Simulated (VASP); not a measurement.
Set up this calculation in VASP 6.6.1, as the native input.

* Task: single point
* Functional: PBE
* Potentials or basis: VASP PAW PBE potentials, release 64 (I)
* Cutoff: 500 eV
* k mesh: 11 × 11 × 11
* Occupations: fermi-dirac, width 0.025 eV
* Spin: no spin polarisation
* Dipole correction: no
* Further INCAR settings: ALGO = Normal; EDIFF = 1e-06; NBANDS = 10

The structure of I lies in POSCAR:

```
I
1.0
   -1.5955958050      1.5955958050      4.2071683950
    1.5955958050     -1.5955958050      4.2071683950
    1.5955958050      1.5955958050     -4.2071683950
I
1
Direct
    0.0000000000      0.0000000000      0.0000000000
```

These files were run (other wordings do the same):

INCAR

```
ALGO = Normal ; EDIFF = 1E-6
ENCUT = 500 ; GGA = PE
GGA_COMPAT = F ; ISIF = 2
ISMEAR = -1 ; LASPH = T
LCHARG = F ; LREAL = F
LWAVE = F ; NBANDS = 10
NELM = 120 ; PREC = Accurate
SIGMA = 0.025
```

KPOINTS

```
k-points
0
Gamma
  11 11 11
```

Potentials or basis: VASP PAW PBE potentials, release 64 (I).

Command:

```sh
$ cat potpaw_PBE.64/I/POTCAR > POTCAR
$ mpirun -np 1 vasp_std > vasp.out
```

It gave:

```json
{
  "Pressure": "1.1 GPa",
  "Band gap on the k mesh": "zero (an odd number of electrons rules out a gap without spin polarisation)"
}
```

Caveat: spin-orbit coupling is left out, which moves the levels of the heavy elements; an odd number of electrons without spin polarisation forces a metal; a magnetic or distorted state may lie lower.

It took 46 s on 1 thread of Intel(R) Xeon(R) Platinum 8375C CPU @ 2.90GHz (Ice Lake), with other jobs on the host, peak memory 0.22 GiB.
